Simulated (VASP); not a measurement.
Set up this calculation in VASP 6.6.1, as the native input.

- Task: single point
- Functional: r2SCAN
- Potentials or basis: VASP PAW PBE potentials, release 64 (Ga_d, P)
- Cutoff: 520 eV
- k mesh: 8 × 8 × 8
- Occupations: gaussian, width 0.01 eV
- Spin: no spin polarisation
- Dipole correction: no
- Further INCAR settings: ALGO = Normal; EDIFF = 1e-06; NBANDS = 16

The system is GaP.

```
CELL_PARAMETERS angstrom
0.00000 2.59240 2.59240
2.59240 0.00000 2.59240
2.59240 2.59240 0.00000
ATOMIC_POSITIONS crystal
Ga 0.00000 0.00000 0.00000
P 0.25000 0.25000 0.25000
```

This cell differs from its parent crystal: strain -4.9%.

The input as run:

POSCAR

```
GaP
1.0
    0.0000000000      2.5923998101      2.5923998101
    2.5923998101      0.0000000000      2.5923998101
    2.5923998101      2.5923998101      0.0000000000
Ga P
1 1
Direct
    0.0000000000      0.0000000000      0.0000000000
    0.2500000000      0.2500000000      0.2500000000
```

INCAR.step1

```
  PREC = Accurate
  ENCUT = 520
  ISMEAR = 0
  SIGMA = 0.01
  LREAL = False
  LASPH = True
  NELM = 60
  NBANDS = 16
  GGA = PE
  ALGO = Normal
  EDIFF = 1E-4
  LWAVE = True
  LCHARG = False
```

INCAR.step2

```
  PREC = Accurate
  ENCUT = 520
  EDIFF = 1E-6
  ISMEAR = 0
  SIGMA = 0.01
  LREAL = False
  LASPH = True
  NELM = 60
  ALGO = Normal
  ISIF = 2
  LWAVE = False
  LCHARG = False
  METAGGA = R2SCAN
  LMIXTAU = True
  NBANDS = 16
  ISTART = 1
```

KPOINTS

```
regular mesh
0
Gamma
  8 8 8
```

Potentials or basis: VASP PAW PBE potentials, release 64 (Ga_d, P).

Command:

```console
$ cat potpaw_PBE.64/Ga_d/POTCAR potpaw_PBE.64/P/POTCAR > POTCAR
$ cp INCAR.step1 INCAR
$ mpirun -np 1 vasp_std > vasp.out
$ cp INCAR.step2 INCAR
$ mpirun -np 1 vasp_std > vasp.out
```

It gave:

The pressure is 18.3 GPa and the band gap on the k mesh is 1.56 eV, indirect (least direct gap 3.69 eV).

Caveat: the cell differs from its parent crystal (strain -4.9%); the PAW data sets were made with another functional, which shifts forces and pressure a little.

Run time: 2 min on 1 thread of AMD EPYC 7R13 Processor (Zen 3) (shared host), peak memory 0.13 GiB.
